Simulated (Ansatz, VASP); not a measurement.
**One calculation of ScRu3, two programs**

```
CELL_PARAMETERS angstrom
2.29224 -3.73150 0.00000
2.29224 3.73150 0.00000
0.00000 0.00000 4.88964
ATOMIC_POSITIONS crystal
Sc 0.00000 0.00000 0.00000
Ru 0.33995 0.66005 0.50000
Ru 0.66005 0.33995 0.50000
Ru 0.00000 0.00000 0.50000
```

Alike in both runs: task single point; functional PBE; k mesh 4 × 4 × 4; occupations gaussian, width 0.1 eV; collinear spin.

|  | VASP | Ansatz |
| --- | --- | --- |
| version | VASP 6.6.1 | Ansatz 0.2.0 |
| potentials or method | VASP PAW PBE potentials, release 64 (Sc_sv, Ru_pv), cutoff 500 eV | scalar-relativistic, plane waves, PAW |
| valence electrons in the cell | 53 | 59 |

|  | VASP | Ansatz | Ansatz less VASP |
| --- | --- | --- | --- |
| gap on the k mesh at the Fermi level (eV) | none | none | - |
| pressure (GPa) | 0.5 | 0.3 | -0.15 |
| traceless stress, the component that is largest in VASP (GPa) | -1.50 | -1.30 | +0.195 |
| rms of the force components (eV/Å) | 0.018 | 0.004 | -0.0140 |
| net moment per atom (μB) | 0.29 | 0.29 | +0.001 |
| size of the moment on the site where the two differ most (μB) | 0.45 | 0.40 | -0.055 |

Site moments also hang on the region over which each program counts them. Atom by atom the forces differ by 0.014 eV/Å (rms over components). A gap of «none» marks a metal or a gap that the smearing closes. The functional is the same, so the differences come from potentials, cutoffs and numerics. VASP's potentials hold 53 valence electrons a cell and Ansatz's 59, so a difference there can come from the potentials and not from the codes.

The k mesh is coarse, so the values compare programs but aren't converged.
